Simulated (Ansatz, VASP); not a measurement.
GaP: VASP beside Ansatz

Contents of POSCAR:

```
GaP
1.0
    0.0000000000      2.6708913017      2.7717586778
    2.6708913017      0.0000000000      2.7717586778
    2.6708913017      2.6708913017      0.0000000000
Ga P
1 1
Direct
    0.0000000000      0.0000000000      0.0000000000
    0.2500000000      0.2500000000      0.2500000000
```

File INCAR.step1:

```
PREC = Accurate ; ENCUT = 520
EDIFF = 1E-5 ; ISMEAR = 0
SIGMA = 0.01 ; LREAL = F
LASPH = T ; NELM = 100
ALGO = Normal ; ISIF = 2
LWAVE = T ; LCHARG = F
GGA = PE ; NBANDS = 16
```

Contents of INCAR.step2:

```
PREC = Accurate ; ENCUT = 520
EDIFF = 1E-6 ; ISMEAR = 0
SIGMA = 0.01 ; LREAL = F
LASPH = T ; NELM = 100
ALGO = Normal ; ISIF = 2
LWAVE = F ; LCHARG = F
GGA = PE ; LHFCALC = T
HFSCREEN = 0.2079 ; PRECFOCK = Normal
ISTART = 1 ; NBANDS = 16
```

The input KPOINTS:

```
Automatic mesh
0
Gamma
  6 6 6
```

Input for Ansatz:

```yaml
crystal:
  lattice:
    - [0.0, 2.6708913017, 2.7717586778]
    - [2.6708913017, 0.0, 2.7717586778]
    - [2.6708913017, 2.6708913017, 0.0]
  atoms:
    - { symbol: Ga, position: [0.0, 0.0, 0.0] }
    - { symbol: P, position: [0.25, 0.25, 0.25] }
kpoints:
  mp_grid: { grid: [6, 6, 6] }
  band_path:
    path:
      - [0.0, 0.0, 0.0]
      - [-0.5, -0.5, 0.0]
      - [-0.375, -0.375, 0.25]
      - [-0.375, 0.0, 0.375]
      - [0.0, 0.0, 0.5]
      - [-0.5, -0.25, 0.25]
      - [0.0, 0.424479, 0.424479]
    npoints: 1
hamiltonian:
  xc: hse06
scf:
  occupations: { method: fixed }
  n_extra_bands: 4
output:
  forces: true
  stress: true
  eigenvalues: true
  write_density: true
  write_potential: true
  elf: true
  volumetric_format: npy
```

Change from the starting cell: epitaxial_xy strain -2.0%.

Alike in both runs: task single point; functional HSE06; k mesh 6 × 6 × 6; no spin polarisation.

|  | VASP | Ansatz |
| --- | --- | --- |
| version | VASP 6.6.1 | Ansatz 0.2.0 |
| potentials or method | VASP PAW PBE potentials, release 64 (Ga_d, P) | plane waves, PAW |
| plane-wave cutoff (eV) | 520 | 420 |
| occupations | gaussian, width 0.01 eV | fixed |
| valence electrons in the cell | 18 | 18 |

Ansatz gave:

| Quantity | Value |
| --- | --- |
| gap on the k mesh at the Fermi level (eV) | 2.07 |
| pressure (GPa) | 2.9 |
| traceless stress, the component that is largest in VASP (GPa) | -2.15 |

What did VASP give for the same quantities?

gap on the k mesh at the Fermi level (eV): 2.08; pressure (GPa): 2.7; traceless stress, the component that is largest in VASP (GPa): -2.16.

Ansatz's warnings: stress exchange threshold loose, stress scf threshold loose.
